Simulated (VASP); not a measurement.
TiO2:

```xyz
6
Lattice="4.5998 0.0000 0.0000 0.0000 4.5998 0.0000 0.0000 0.0000 2.9592" Properties=species:S:1:pos:R:3 pbc="T T T"
Ti    0.0000    0.0000    1.4796
Ti    2.2999    2.2999    0.0000
O     1.3998    1.3998    1.4796
O     0.9001    3.6997    0.0000
O     3.6997    0.9001    0.0000
O     3.2000    3.2000    1.4796
```

Base run:

- Program: VASP 6.6.1
- Functional: PBE
- Potentials or basis: VASP PAW PBE potentials, release 64 (Ti_sv, O)
- Cutoff: 520 eV
- k mesh: 6 × 6 × 9
- Occupations: fermi-dirac, width 0.05 eV
- Spin: no spin polarisation
- Hubbard terms: Ti d U = 6.0 eV

Its results: band gap on the k mesh 2.63 eV (least direct gap 2.66 eV); pressure 16.2 GPa; largest force 0.195 eV/Å.

Q: The run is repeated on the same cell with these changes: k mesh from 6 × 6 × 9 to 4 × 4 × 7; hubbard terms from Ti d U = 6.0 eV to none. What comes out?

A: Band gap on the k mesh 1.84 eV; pressure 4.9 GPa; largest force 0.021 eV/Å.

Several settings changed at once.

Caveats: the stress differs along the axes, from 14 to 21 GPa (at least some runs); the cell stands under pressure (at least some runs).

A k mesh can miss the band edges.
